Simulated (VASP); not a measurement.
# BiB (R-3m) in VASP: single point with PBE

Aim: the single point of BiB with PBE.

All numbers are computed with VASP 6.6.1; they aren't measurements. Logs are shortened: lines on timing, memory, paths and dates and some standing lists are left out, and cuts for length are marked.

**1. The cell of the first run**

Symmetry: R-3m, No. 166, trigonal system. Conventional cell: a = 3.730 Å, b = 3.730 Å, c = 9.185 Å, α = 90.00°, β = 90.00°, γ = 120.00°. B (site symmetry -3m) has 6 Bi at 2.64 Å within 3.5 Å. Within 3.5 Å of Bi (site symmetry -3m) lie 6 B at 2.64 Å.

**2. Single point, PBE**

INCAR

```
SYSTEM = BiB
  PREC = Accurate
  ENCUT = 520
  EDIFF = 1E-7
  ISMEAR = 0
  SIGMA = 0.1
  LREAL = .False.
  LASPH = .True.
  NELM = 80
  ALGO = Normal
  ISIF = 2
  LWAVE = .False.
  LCHARG = .False.
  GGA = PE
  NBANDS = 16
```

KPOINTS

```
regular mesh
0
Gamma
  6 6 6
  0 0 0
```

POSCAR

```
BiB
1.0
    1.8649293836      1.0767174816      3.0615005212
   -1.8649293836      1.0767174816      3.0615005212
    0.0000000000     -2.1534349632      3.0615005212
B Bi
1 1
Direct
    0.5000000000      0.5000000000      0.5000000000
    0.0000000000      0.0000000000      0.0000000000
```

Potentials or basis: VASP PAW PBE potentials, release 64 (B, Bi_d).

Started as:

```sh
> cat potpaw_PBE.64/B/POTCAR potpaw_PBE.64/Bi_d/POTCAR > POTCAR
> mpirun -np 1 vasp_std > vasp.out
```

OUTCAR:

```text
SYSTEM = BiB
   PREC = Accurate
   ENCUT = 520
   EDIFF = 1E-7
   ISMEAR = 0
   LREAL = .False.
   LASPH = .True.
   NELM = 80
   ISIF = 2
   GGA = PE

 ion  position               nearest neighbor table
   1  0.500  0.500  0.500-   2 2.64   2 2.64   2 2.64   2 2.64   2 2.64   2 2.64
   2  0.000  0.000  0.000-   1 2.64   1 2.64   1 2.64   1 2.64   1 2.64   1 2.64

  LATTYP: Found a trigonal (rhomboedric) cell.
 ALAT       =     3.7430024823
 COS(alpha) =     0.5035053778

  Lattice vectors:

 A1 = (   1.8649293836,   1.0767174816,   3.0615005212)
 A2 = (  -1.8649293836,   1.0767174816,   3.0615005212)
 A3 = (   0.0000000000,  -2.1534349632,   3.0615005212)

Analysis of symmetry for initial positions (statically):
=====================================================================
 Subroutine PRICEL returns:
 Original cell was already a primitive cell.

 Routine SETGRP: Setting up the symmetry group for a
 trigonal (rhombohedral) supercell.

 Subroutine GETGRP returns: Found 12 space group operations
 (whereof 12 operations were pure point group operations)
 out of a pool of 12 trial point group operations.

The static configuration has the point symmetry D_3d.

Analysis of symmetry for dynamics (positions and initial velocities):
=====================================================================
 Subroutine PRICEL returns:
 Original cell was already a primitive cell.

 Routine SETGRP: Setting up the symmetry group for a
 trigonal (rhombohedral) supercell.

 Subroutine GETGRP returns: Found 12 space group operations
 (whereof 12 operations were pure point group operations)
 out of a pool of 12 trial point group operations.

The dynamic configuration has the point symmetry D_3d.

 Subroutine INISYM returns: Found 12 space group operations
 (whereof 12 operations are pure point group operations),
 and found     1 'primitive' translations

----------------------------------------------------------------------------------------

                                     Primitive cell

  volume of cell :      36.8850

  direct lattice vectors                    reciprocal lattice vectors
     1.864929384  1.076717482  3.061500521     0.268106666  0.154791456  0.108879071
    -1.864929384  1.076717482  3.061500521    -0.268106666  0.154791456  0.108879071
     0.000000000 -2.153434963  3.061500521     0.000000000 -0.309582912  0.108879071

  length of vectors
     3.743002482  3.743002482  3.743002482     0.328171040  0.328171040  0.328171040

  position of ions in fractional coordinates (direct lattice)
     0.500000000  0.500000000  0.500000000
     0.000000000  0.000000000  0.000000000

  ion indices of the primitive-cell ions
   primitive index   ion index
                 1           1
                 2           2

----------------------------------------------------------------------------------------

 KPOINTS: regular mesh

Automatic generation of k-mesh.
 Grid dimensions read from file:
 generate k-points for:    6    6    6

 Generating k-lattice:

  Cartesian coordinates                     Fractional coordinates (reciprocal lattice)
     0.044684444  0.025798576  0.018146512     0.166666667 -0.000000000  0.000000000
    -0.044684444  0.025798576  0.018146512    -0.000000000  0.166666667  0.000000000
     0.000000000 -0.051597152  0.018146512     0.000000000  0.000000000  0.166666667

  Length of vectors
     0.054695173  0.054695173  0.054695173

  Shift w.r.t. Gamma in fractional coordinates (k-lattice)
     0.000000000  0.000000000  0.000000000

 Subroutine IBZKPT returns following result:
 ===========================================

 Found     32 irreducible k-points:

 Following reciprocal coordinates:
            Coordinates               Weight
  0.000000  0.000000  0.000000      1.000000
  0.166667 -0.000000  0.000000      6.000000
  0.333333 -0.000000  0.000000      6.000000
  0.500000  0.000000  0.000000      3.000000
  0.166667  0.166667  0.000000      6.000000
  0.333333  0.166667  0.000000     12.000000
[... 16 lines left out ...]
  0.500000  0.500000  0.166667      6.000000
 -0.333333  0.500000  0.166667     12.000000
 [... further k-points ...]
   k-points           NKPTS =     32   k-points in BZ     NKDIM =     32   number of bands    NBANDS=     16
   number of dos      NEDOS =    301   number of ions     NIONS =      2
   total plane-waves  NPLWV =  21952
   dimension x,y,z NGX =    28 NGY =   28 NGZ =   28
   dimension x,y,z NGXF=    56 NGYF=   56 NGZF=   56
   ions per type =               1   1
   NGX,Y,Z   is equivalent  to a cutoff of  12.44, 12.44, 12.44 a.u.
   NGXF,Y,Z  is equivalent  to a cutoff of  24.87, 24.87, 24.87 a.u.
 SYSTEM =  BiB
   PREC   = accura    normal or accurate (medium, high low for compatibility)
   ISTART =      0    job   : 0-new  1-cont  2-samecut
   ICHARG =      2    charge: 1-file 2-atom 10-const
   ISPIN  =      1    spin polarized calculation?
   LNONCOLLINEAR =      F non collinear calculations
   LSORBIT =      F    spin-orbit coupling
   LASPH  =      T    aspherical Exc in radial PAW
   ENCUT  =  520.0 eV  38.22 Ry    6.18 a.u.   6.96  6.96  6.96*2*pi/ulx,y,z
   NELM   =     80;   NELMIN=  2; NELMDL= -5     # of ELM steps
   EDIFF  = 0.1E-06   stopping-criterion for ELM
   LREAL  =      F    real-space projection
   EDIFFG = 0.1E-05   stopping-criterion for IOM
   NSW    =      0    number of steps for IOM
   IBRION =     -1    ionic relax: 0-MD 1-quasi-New 2-CG
   NFREE  =      0    steps in history (QN), initial steepest desc. (CG)
   ISIF   =      2    stress and relaxation
   ISYM   =      2    0-nonsym 1-usesym 2-fastsym
   POTIM  = 0.5000    time-step for ionic-motion
   TEBEG  =    0.0;   TEEND  =   0.0 temperature during run
   PSTRESS=    0.0 pullay stress
   NELECT =      18.0000    total number of electrons
   NUPDOWN=      -1.0000    fix difference up-down
   EMIN   =  10.00;   EMAX   =-10.00  energy-range for DOS
   EFERMI =   0.00;   METHOD = LEGACY
   ISMEAR =     0;   SIGMA  =   0.10  broadening in eV -4-tet -1-fermi 0-gaus
   EFERMI_NEDOS =   21; number of points for ismear=-14 and -15
   IALGO  =     38    algorithm
   IMIX   =      4    mixing-type and parameters
     AMIX     =   0.40;   BMIX     =  1.00
     AMIX_MAG =   1.60;   BMIX_MAG =  1.00
  volume/ion in A,a.u.               =      18.44       124.46
  Fermi-wavevector in a.u.,A,eV,Ry     =   1.288890  2.435648 22.602497  1.661237
  Thomas-Fermi vector in A             =   2.420816
   LORBIT       =      0    0 simple, 1 ext, 2 COOP (PROOUT), +10 PAW based schemes
   GGA     = PE    functional components
   LHFCALC =     F    Hartree Fock is set to
   AEXX    =    0.0000 exact exchange contribution
   IVDW    =     0    specifies the selected vdW correction
   LEPSILON=     F    determine dielectric tensor
   LRPA    =     F    only Hartree local field effects (RPA)
 non-spin polarized calculation
 Gauss-broadening in eV      SIGMA  =   0.10
  energy-cutoff  :      520.00
  volume of cell :       36.88
 maximum number of plane-waves:      1010
   NGX = 13   NGY = 13   NGZ = 13

 number of electron      17.9999998 magnetization

 Free energy of the ion-electron system (eV)
  ---------------------------------------------------
  ext. energy  EPLUGINS =         0.00000000
  ---------------------------------------------------
  free energy    TOTEN  =        -8.17007028 eV

  energy without entropy =       -8.16567395  energy(sigma->0) =       -8.16787211

 E-fermi :   8.0573     XC(G=0): -10.8946

 val. band max:        8.0357477619   @ k =   0.1667  -0.0000   0.0000
 cond. band min:       8.0948798372   @ k =   0.1667  -0.0000   0.0000
 fundamental gap:      0.0591320753
 Fermi energy:         8.0572616429

 k-point     1 :       0.0000    0.0000    0.0000
  band No.  band energies     occupation
      1     -14.7763      2.00000
      2     -14.7763      2.00000
      3     -14.7758      2.00000
      4     -14.7451      2.00000
      5     -14.7451      2.00000
      6      -6.0147      2.00000
[... 8 lines left out ...]
     15      16.4807      0.00000
     16      16.4807      0.00000

 k-point     2 :       0.1667   -0.0000    0.0000
  band No.  band energies     occupation
      1     -14.7743      2.00000
      2     -14.7693      2.00000
      3     -14.7679      2.00000
      4     -14.7439      2.00000
      5     -14.7424      2.00000
      6      -5.5914      2.00000
[... 8 lines left out ...]
     15      17.1884      0.00000
     16      17.2840      0.00000

 k-point     3 :       0.3333   -0.0000    0.0000
  band No.  band energies     occupation
      1     -14.7821      2.00000
      2     -14.7793      2.00000
      3     -14.7704      2.00000
      4     -14.7129      2.00000
      5     -14.7118      2.00000
      6      -4.3903      2.00000
[... 8 lines left out ...]
     15      19.1349      0.00000
     16      19.2427      0.00000

 k-point     4 :       0.5000    0.0000    0.0000
  band No.  band energies     occupation
      1     -14.7906      2.00000
      2     -14.7876      2.00000
      3     -14.7693      2.00000
      4     -14.6946      2.00000
      5     -14.6940      2.00000
      6      -3.2432      2.00000
[... 8 lines left out ...]
     15      21.4329      0.00000
     16      21.5654      0.00000

 k-point     5 :       0.1667    0.1667    0.0000
  band No.  band energies     occupation
      1     -14.7867      2.00000
      2     -14.7653      2.00000
      3     -14.7524      2.00000
      4     -14.7517      2.00000
      5     -14.7348      2.00000
      6      -5.4510      2.00000
[... 8 lines left out ...]
     15      18.7170      0.00000
     16      18.7785      0.00000

 k-point     6 :       0.3333    0.1667    0.0000
  band No.  band energies     occupation
      1     -14.7891      2.00000
      2     -14.7788      2.00000
      3     -14.7524      2.00000
      4     -14.7290      2.00000
      5     -14.7073      2.00000
      6      -4.5028      2.00000
[... 8 lines left out ...]
     15      19.6264      0.00000
     16      20.5440      0.00000

 k-point     7 :       0.5000    0.1667    0.0000
  band No.  band energies     occupation
      1     -14.7963      2.00000
      2     -14.7667      2.00000
      3     -14.7608      2.00000
      4     -14.7139      2.00000
      5     -14.6917      2.00000
      6      -3.1400      2.00000
[... 8 lines left out ...]
     15      20.3872      0.00000
     16      21.5724      0.00000

 k-point     8 :      -0.3333    0.1667   -0.0000
  band No.  band energies     occupation
      1     -14.7868      2.00000
      2     -14.7705      2.00000
      3     -14.7586      2.00000
      4     -14.7135      2.00000
      5     -14.7069      2.00000
      6      -3.5613      2.00000
[... 8 lines left out ...]
     15      18.8325      0.00000
     16      20.7967      0.00000

 k-point     9 :      -0.1667    0.1667    0.0000
  band No.  band energies     occupation
      1     -14.7712      2.00000
      2     -14.7703      2.00000
      3     -14.7611      2.00000
      4     -14.7494      2.00000
      5     -14.7181      2.00000
      6      -4.9013      2.00000
[... 8 lines left out ...]
     15      17.2353      0.00000
     16      19.9056      0.00000
[... 172 lines left out ...]
 k-point    19 :       0.3333    0.3333    0.1667
  band No.  band energies     occupation
      1     -14.7914      2.00000
      2     -14.7767      2.00000
      3     -14.7537      2.00000
      4     -14.7282      2.00000
      5     -14.7072      2.00000
      6      -4.5121      2.00000
[... 8 lines left out ...]
     15      19.6387      0.00000
     16      20.5851      0.00000

 k-point    20 :       0.5000    0.3333    0.1667
  band No.  band energies     occupation
      1     -14.7949      2.00000
      2     -14.7773      2.00000
      3     -14.7491      2.00000
      4     -14.7049      2.00000
      5     -14.7037      2.00000
      6      -3.4196      2.00000
[... 8 lines left out ...]
     15      20.7839      0.00000
     16      21.2851      0.00000

 k-point    21 :      -0.3333    0.3333    0.1667
  band No.  band energies     occupation
      1     -14.7982      2.00000
      2     -14.7602      2.00000
      3     -14.7357      2.00000
      4     -14.7339      2.00000
      5     -14.6883      2.00000
      6      -2.4898      2.00000
[... 8 lines left out ...]
     15      18.2243      0.00000
     16      22.3032      0.00000

 k-point    22 :      -0.1667    0.3333    0.1667
  band No.  band energies     occupation
      1     -14.7946      2.00000
      2     -14.7780      2.00000
      3     -14.7483      2.00000
      4     -14.7051      2.00000
      5     -14.7033      2.00000
      6      -3.4040      2.00000
[... 8 lines left out ...]
     15      20.8615      0.00000
     16      21.2215      0.00000

 k-point    23 :       0.5000    0.5000    0.1667
  band No.  band energies     occupation
      1     -14.8186      2.00000
      2     -14.7943      2.00000
      3     -14.7217      2.00000
      4     -14.6952      2.00000
      5     -14.6858      2.00000
      6      -2.7331      2.00000
[... 8 lines left out ...]
     15      22.1369      0.00000
     16      22.3044      0.00000

 k-point    24 :      -0.3333    0.5000    0.1667
  band No.  band energies     occupation
      1     -14.8097      2.00000
      2     -14.7842      2.00000
      3     -14.7244      2.00000
      4     -14.7136      2.00000
      5     -14.6769      2.00000
      6      -2.1896      2.00000
[... 8 lines left out ...]
     15      20.0543      0.00000
     16      24.3361      0.00000

 [... further k-points ...]

------------------------ aborting loop because EDIFF is reached ----------------------------------------

  FORCE on cell =-STRESS in cart. coord.  units (eV):
  Direction    XX          YY          ZZ          XY          YZ          ZX
  --------------------------------------------------------------------------------------
  -------------------------------------------------------------------------------------
  Total        0.0172883      0.0172883      0.0355672      0.0000000      0.0000000      0.0000000
  in kB        0.7509524      0.7509524      1.5449356      0.0000000      0.0000000      0.0000000
  external PRESSURE =       1.0156134 kB  Pullay stress =       0.0000000 kB

 VOLUME and BASIS-vectors are now :
 -----------------------------------------------------------------------------
  energy-cutoff  :      520.00
  volume of cell :       36.88
      direct lattice vectors                 reciprocal lattice vectors
     1.864929384  1.076717482  3.061500521     0.268106666  0.154791456  0.108879071
    -1.864929384  1.076717482  3.061500521    -0.268106666  0.154791456  0.108879071
     0.000000000 -2.153434963  3.061500521     0.000000000 -0.309582912  0.108879071

 POSITION                                       TOTAL-FORCE (eV/Angst)
 -----------------------------------------------------------------------------------
      0.00000      0.00000      4.59225        -0.000000      0.000000      0.000000
      0.00000      0.00000      0.00000         0.000000      0.000000      0.000000
 -----------------------------------------------------------------------------------
    total drift:                                0.000000      0.000000     -0.000000

  FREE ENERGIE OF THE ION-ELECTRON SYSTEM (eV)
  ---------------------------------------------------
  free  energy   TOTEN  =        -8.1700702787 eV

  energy  without entropy=       -8.1656739493  energy(sigma->0) =       -8.16787211
```

Run time: 17 s. Hardware: 1 thread of Intel Xeon Platinum 8275CL at 3.00GHz (Skylake/Cascade Lake), shared host; peak memory 0.16 GiB.

Results:

```yaml
Free_energy: -8.1701 eV
Pressure: 0.1 GPa
Band_gap_on_the_k_mesh: zero (bands 9 and 10 overlap by 3.97 eV)
```

Caveat: spin-orbit coupling is left out, which moves the levels of the heavy elements.

The gap in the log of VASP goes by the Fermi energy; the results here count the filled bands.